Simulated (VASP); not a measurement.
# Dy (Im-3m) in VASP: single point with PBE

Aim: the single point of Dy with PBE.

All numbers are computed with VASP 6.6.1; they aren't measurements. Logs are shortened: lines on timing, memory, paths and dates and some standing lists are left out, and cuts for length are marked.

### 1 The cell of the first run

It takes space group Im-3m (No. 229, cubic). The conventional cell has a = 4.079 Å, b = 4.079 Å, c = 4.079 Å, α = 90.00°, β = 90.00°, γ = 90.00°. Within 4.6 Å of Dy (site symmetry m-3m) lie 14 Dy at 3.53 to 4.08 Å.

This isn't the form of Dy at room conditions, which is hcp.

### 2 Single point, PBE, collinear spin, antiferromagnetic start

File POSCAR:

```
Dy
1.0
   -2.0393165824      2.0393165824      2.0393165824
    2.0393165824     -2.0393165824      2.0393165824
    4.0786331647      4.0786331647     -4.0786331648
Dy
2
Direct
    0.0000000000      0.0000000000      0.0000000000
    0.0000000000      0.0000000000      0.5000000000
```

File INCAR.step1:

```
SYSTEM = Dy
  ALGO = Normal
  EDIFF = 1E-6
  ENCUT = 520
  GGA = PE
  GGA_COMPAT = .FALSE.
  ISIF = 2
  ISMEAR = 0
  ISPIN = 2
  KPAR = 4
  LASPH = .TRUE.
  LCHARG = .TRUE.
  LMAXMIX = 6
  LORBIT = 11
  LREAL = .FALSE.
  LWAVE = .FALSE.
  MAGMOM = 5.08 -5.08
  NBANDS = 31
  NEDOS = 2001
  NELM = 200
  PREC = Accurate
  SIGMA = 0.05
```

File KPOINTS.step1:

```
k-points
0
G
  14 14 7
  0 0 0
```

File INCAR.step2:

```
SYSTEM = Dy
  ALGO = Normal
  EDIFF = 1E-6
  ENCUT = 520
  GGA = PE
  GGA_COMPAT = .FALSE.
  ICHARG = 11
  ISIF = 2
  ISMEAR = -5
  ISPIN = 2
  KPAR = 4
  LASPH = .TRUE.
  LCHARG = .FALSE.
  LMAXMIX = 6
  LORBIT = 11
  LREAL = .FALSE.
  LWAVE = .FALSE.
  MAGMOM = 5.08 -5.08
  NEDOS = 1001
  NELM = 200
  PREC = Accurate
  SIGMA = 0.05
```

File KPOINTS.step2:

```
k-points
0
G
  21 21 11
  0 0 0
```

Potentials or basis: VASP PAW PBE potentials, release 64 (Dy).

Launch:

```bash
> cat potpaw_PBE.64/Dy/POTCAR > POTCAR
> cp INCAR.step1 INCAR
> cp KPOINTS.step1 KPOINTS
> mpirun -np 4 vasp_std > vasp.out
> cp INCAR.step2 INCAR
> cp KPOINTS.step2 KPOINTS
> mpirun -np 4 vasp_std > vasp.out
```

OUTCAR:

```text
SYSTEM = Dy
   EDIFF = 1E-6
   ENCUT = 520
   GGA = PE
   ICHARG = 11
   ISIF = 2
   ISMEAR = -5
   ISPIN = 2
   LASPH = .TRUE.
   LORBIT = 11
   LREAL = .FALSE.
   NELM = 200
   PREC = Accurate

 ion  position               nearest neighbor table
   1  0.000  0.000  0.000-   2 3.53   2 3.53   2 3.53   2 3.53
   2  0.000  0.000  0.500-   1 3.53   1 3.53   1 3.53   1 3.53

  LATTYP: Found a base centered orthorhombic cell.
 ALAT       =     4.0786331648
 B/A-ratio  =     1.4142135624
 C/A-ratio  =     1.4142135623

  Lattice vectors:

 A1 = (  -2.0393165824,   2.0393165824,   2.0393165824)
 A2 = (   2.0393165824,  -2.0393165824,   2.0393165824)
 A3 = (   4.0786331647,   4.0786331647,   0.0000000000)

Analysis of symmetry for initial positions (statically):
=====================================================================
 Subroutine PRICEL returns following result:

  LATTYP: Found a body centered cubic cell.
 ALAT       =     4.0786331647

  Lattice vectors:

 A1 = (  -2.0393165824,   2.0393165824,   2.0393165824)
 A2 = (   2.0393165824,  -2.0393165824,   2.0393165824)
 A3 = (   2.0393165824,   2.0393165824,  -2.0393165824)

   2 primitive cells build up your supercell.

 Routine SETGRP: Setting up the symmetry group for a
 base centered orthorhombic supercell.

 Subroutine GETGRP returns: Found  8 space group operations
 (whereof  8 operations were pure point group operations)
 out of a pool of  8 trial point group operations.

The static configuration has the point symmetry D_2h.

Analysis of symmetry for dynamics (positions and initial velocities):
=====================================================================
 Subroutine PRICEL returns following result:

  LATTYP: Found a body centered cubic cell.
 ALAT       =     4.0786331647

  Lattice vectors:

 A1 = (  -2.0393165824,   2.0393165824,   2.0393165824)
 A2 = (   2.0393165824,  -2.0393165824,   2.0393165824)
 A3 = (   2.0393165824,   2.0393165824,  -2.0393165824)

   2 primitive cells build up your supercell.

 Routine SETGRP: Setting up the symmetry group for a
 base centered orthorhombic supercell.

 Subroutine GETGRP returns: Found  8 space group operations
 (whereof  8 operations were pure point group operations)
 out of a pool of  8 trial point group operations.

The dynamic configuration has the point symmetry D_2h.

Analysis of structural, dynamic, and magnetic symmetry:
=====================================================================
 Subroutine PRICEL returns following result:

  LATTYP: Found a body centered cubic cell.
 ALAT       =     4.0786331647

  Lattice vectors:

 A1 = (  -2.0393165824,   2.0393165824,   2.0393165824)
 A2 = (   2.0393165824,  -2.0393165824,   2.0393165824)
 A3 = (   2.0393165824,   2.0393165824,  -2.0393165824)

   2 primitive cells build up your supercell.

 Routine SETGRP: Setting up the symmetry group for a
 base centered orthorhombic supercell.

 Subroutine GETGRP returns: Found  8 space group operations
 (whereof  8 operations were pure point group operations)
 out of a pool of  8 trial point group operations.

The overall configuration has the point symmetry D_2h.

 Subroutine INISYM returns: Found  8 space group operations
 (whereof  8 operations are pure point group operations),
 and found     2 'primitive' translations

----------------------------------------------------------------------------------------

                                     Primitive cell

  volume of cell :      33.9245

  direct lattice vectors                    reciprocal lattice vectors
    -2.039316582  2.039316582  2.039316582     0.000000000  0.245180177  0.245180177
     2.039316582 -2.039316582  2.039316582     0.245180177  0.000000000  0.245180177
     2.039316582  2.039316582 -2.039316582     0.245180177  0.245180177  0.000000000

  length of vectors
     3.532199933  3.532199933  3.532199933     0.346737131  0.346737131  0.346737131

  position of ions in fractional coordinates (direct lattice)
     0.000000000  0.000000000  0.000000000

  ion indices of the primitive-cell ions
   primitive index   ion index
                 1           1

----------------------------------------------------------------------------------------

 KPOINTS: k-points

Automatic generation of k-mesh.
 Grid dimensions read from file:
 generate k-points for:   21   21   11

 Generating k-lattice:

  Cartesian coordinates                     Fractional coordinates (reciprocal lattice)
     0.000000000  0.011675247  0.011675247     0.047619048  0.000000000 -0.000000000
     0.011675247  0.000000000  0.011675247     0.000000000  0.047619048 -0.000000000
     0.011144553  0.011144553  0.000000000     0.000000000  0.000000000  0.090909091

  Length of vectors
     0.016511292  0.016511292  0.015760779

  Shift w.r.t. Gamma in fractional coordinates (k-lattice)
     0.000000000  0.000000000  0.000000000

 -----------------------------------------------------------------------------
|                                                                             |
|           W    W    AA    RRRRR   N    N  II  N    N   GGGG   !!!           |
|           W    W   A  A   R    R  NN   N  II  NN   N  G    G  !!!           |
|           W    W  A    A  R    R  N N  N  II  N N  N  G       !!!           |
|           W WW W  AAAAAA  RRRRR   N  N N  II  N  N N  G  GGG   !            |
|           WW  WW  A    A  R   R   N   NN  II  N   NN  G    G                |
|           W    W  A    A  R    R  N    N  II  N    N   GGGG   !!!           |
|                                                                             |
|     Your reciprocal lattice and k-lattice belong to different lattice       |
|     classes:                                                                |
|                                                                             |
|        The reciprocal lattice is base centered orthorhombic,                |
|        whereas your k-lattice is base-centered monoclinic.                  |
|                                                                             |
|     Results are often still useful ...                                      |
|                                                                             |
 -----------------------------------------------------------------------------

 WARNING: IBZKPT: internal override: KBLOWUP is changed to .FALSE.
      ... skipping the blow-up phase ...

 TETIRR: Found  14518 inequivalent tetrahedra from    29106

 Subroutine IBZKPT returns following result:
 ===========================================

 Found   1276 irreducible k-points:

 Following reciprocal coordinates:
            Coordinates               Weight
  0.000000  0.000000  0.000000      1.000000
  0.047619  0.000000  0.000000      4.000000
  0.095238  0.000000  0.000000      4.000000
  0.142857  0.000000  0.000000      4.000000
  0.190476  0.000000  0.000000      4.000000
  0.238095  0.000000  0.000000      4.000000
[... 16 lines left out ...]
 -0.428571  0.047619 -0.000000      4.000000
 -0.380952  0.047619 -0.000000      4.000000
 [... further k-points ...]
   k-points           NKPTS =   1276   k-points in BZ     NKDIM =   1276   number of bands    NBANDS=     24
   number of dos      NEDOS =   1001   number of ions     NIONS =      2
   total plane-waves  NPLWV =  42336
   dimension x,y,z NGX =    28 NGY =   28 NGZ =   54
   dimension x,y,z NGXF=    56 NGYF=   56 NGZF=  108
   ions per type =               2
   NGX,Y,Z   is equivalent  to a cutoff of  13.18, 13.18, 12.71 a.u.
   NGXF,Y,Z  is equivalent  to a cutoff of  26.36, 26.36, 25.42 a.u.
 SYSTEM =  Dy
   PREC   = accura    normal or accurate (medium, high low for compatibility)
   ISTART =      0    job   : 0-new  1-cont  2-samecut
   ICHARG =     11    charge: 1-file 2-atom 10-const
   ISPIN  =      2    spin polarized calculation?
   LNONCOLLINEAR =      F non collinear calculations
   LSORBIT =      F    spin-orbit coupling
   LASPH  =      T    aspherical Exc in radial PAW
   ENCUT  =  520.0 eV  38.22 Ry    6.18 a.u.   6.57  6.57 13.14*2*pi/ulx,y,z
   NELM   =    200;   NELMIN=  2; NELMDL=  0     # of ELM steps
   EDIFF  = 0.1E-05   stopping-criterion for ELM
   LREAL  =      F    real-space projection
   EDIFFG = 0.1E-04   stopping-criterion for IOM
   NSW    =      0    number of steps for IOM
   IBRION =     -1    ionic relax: 0-MD 1-quasi-New 2-CG
   NFREE  =      0    steps in history (QN), initial steepest desc. (CG)
   ISIF   =      2    stress and relaxation
   ISYM   =      2    0-nonsym 1-usesym 2-fastsym
   POTIM  = 0.5000    time-step for ionic-motion
   TEBEG  =    0.0;   TEEND  =   0.0 temperature during run
   PSTRESS=    0.0 pullay stress
   NELECT =      40.0000    total number of electrons
   NUPDOWN=      -1.0000    fix difference up-down
   EMIN   =  10.00;   EMAX   =-10.00  energy-range for DOS
   EFERMI =   0.00;   METHOD = LEGACY
   ISMEAR =    -5;   SIGMA  =   0.05  broadening in eV -4-tet -1-fermi 0-gaus
   EFERMI_NEDOS =   21; number of points for ismear=-14 and -15
   IALGO  =     38    algorithm
   IMIX   =      4    mixing-type and parameters
     AMIX     =   0.40;   BMIX     =  1.00
     AMIX_MAG =   1.60;   BMIX_MAG =  1.00
  volume/ion in A,a.u.               =      33.92       228.93
  Fermi-wavevector in a.u.,A,eV,Ry     =   1.372714  2.594054 25.638067  1.884345
  Thomas-Fermi vector in A             =   2.498297
   LORBIT       =     11    0 simple, 1 ext, 2 COOP (PROOUT), +10 PAW based schemes
   GGA     = PE    functional components
   LHFCALC =     F    Hartree Fock is set to
   AEXX    =    0.0000 exact exchange contribution
   IVDW    =     0    specifies the selected vdW correction
   LEPSILON=     F    determine dielectric tensor
   LRPA    =     F    only Hartree local field effects (RPA)
 spin polarized calculation
 Fermi weights with tetrahedron method with Bloechl corrections
  energy-cutoff  :      520.00
  volume of cell :       67.85
 maximum number of plane-waves:      1861

 number of electron      39.9999995 magnetization      -0.0000000

 Free energy of the ion-electron system (eV)
  ---------------------------------------------------
  ext. energy  EPLUGINS =         0.00000000
  ---------------------------------------------------
  free energy    TOTEN  =       -15.90442226 eV

  energy without entropy =      -15.90442226  energy(sigma->0) =      -15.90442226

 E-fermi :   2.5755     XC(G=0):  -9.8018

 val. band max:        2.5873295032   @ k =   0.2857   0.2857   0.4545
 cond. band min:       2.5708232544   @ k =  -0.2857   0.2857   0.0909
 fundamental gap:     -0.0165062489
 Fermi energy:         2.5755132794

 spin component 1

 k-point     1 :       0.0000    0.0000    0.0000
  band No.  band energies     occupation
      1     -44.4415      1.00000
      2     -42.3925      1.00000
      3     -20.4154      1.00000
      4     -20.1591      1.00000
      5     -20.0638      1.00000
      6     -18.8394      1.00000
[... 637 lines left out ...]
     23       3.4177      0.00000
     24       3.4530      0.00000

 [... further k-points ...]

 Fermi energy:         2.5755132794

 spin component 2

 k-point     1 :       0.0000    0.0000    0.0000
  band No.  band energies     occupation
      1     -44.4415      1.00000
      2     -42.3925      1.00000
      3     -20.4154      1.00000
      4     -20.1591      1.00000
      5     -20.0638      1.00000
      6     -18.8394      1.00000
[... 637 lines left out ...]
     23       3.4164      0.00000
     24       3.4515      0.00000

 [... further k-points ...]

------------------------ aborting loop because EDIFF is reached ----------------------------------------

  FORCE on cell =-STRESS in cart. coord.  units (eV):
  Direction    XX          YY          ZZ          XY          YZ          ZX
  --------------------------------------------------------------------------------------
  -------------------------------------------------------------------------------------
  Total       -0.0566156     -0.0566156      0.0140380      0.0210139     -0.0000000      0.0000000
  in kB       -1.3369110     -1.3369110      0.3314905      0.4962185     -0.0000000      0.0000000
  external PRESSURE =      -0.7807772 kB  Pullay stress =       0.0000000 kB

 VOLUME and BASIS-vectors are now :
 -----------------------------------------------------------------------------
  energy-cutoff  :      520.00
  volume of cell :       67.85
      direct lattice vectors                 reciprocal lattice vectors
    -2.039316582  2.039316582  2.039316582     0.000000000  0.245180177  0.245180177
     2.039316582 -2.039316582  2.039316582     0.245180177  0.000000000  0.245180177
     4.078633165  4.078633165 -4.078633165     0.122590088  0.122590088  0.000000000

 POSITION                                       TOTAL-FORCE (eV/Angst)
 -----------------------------------------------------------------------------------
      0.00000      0.00000      0.00000         0.000000     -0.000000      0.000000
      2.03932      2.03932     -2.03932        -0.000000      0.000000     -0.000000
 -----------------------------------------------------------------------------------
    total drift:                                0.000000      0.000000     -0.000000

  FREE ENERGIE OF THE ION-ELECTRON SYSTEM (eV)
  ---------------------------------------------------
  free  energy   TOTEN  =       -15.9044222642 eV

  energy  without entropy=      -15.9044222642  energy(sigma->0) =      -15.90442226

 total charge

# of ion       s       p       d       f       tot
--------------------------------------------------
    1        2.158   5.816   0.441   9.354  17.769
    2        2.158   5.816   0.441   9.354  17.769
--------------------------------------------------
tot          4.317  11.633   0.881  18.708  35.539

 magnetization (x)

# of ion       s       p       d       f       tot
--------------------------------------------------
    1        0.013  -0.053   0.070   4.477   4.507
    2       -0.013   0.053  -0.070  -4.477  -4.507
--------------------------------------------------
tot          0.000   0.000   0.000   0.000   0.000
```

Wall time 65 min (4 MPI ranks of Intel Xeon Platinum 8375C at 2.90GHz (Ice Lake), shared host); peak memory 2.8 GiB.

What came out:

| Item | Value |
| --- | --- |
| Net moment | 0.00 μB per cell |
| Site moments | Dy +4.51, -4.51 μB |
| Valence electrons inside the program's atomic spheres | Dy 17.77 |

Levels at points of the mesh, in eV from the Fermi level:
Spin up:
```tsv
k point	band 16	band 17	band 18	band 19	band 20	band 21	band 22	band 23	band 24
(0.00, 0.00, 0.00)	-2.53	-1.91	-0.18	-0.17	-0.10	0.55	0.87	0.89	0.98
```
Spin down:
```csv
k point,band 18,band 19,band 20,band 21,band 22,band 23
"(0.00, 0.00, 0.00)",-0.18,-0.17,-0.10,0.55,0.87,0.89
```

Caveat: the magnetic or orbital state may not be the lowest; the antiferromagnetic order is the one typed at the start, and another may lie lower; spin-orbit coupling is left out, which moves the levels of the heavy elements; semilocal functionals describe open f shells poorly, which spoils levels, moments and volumes.
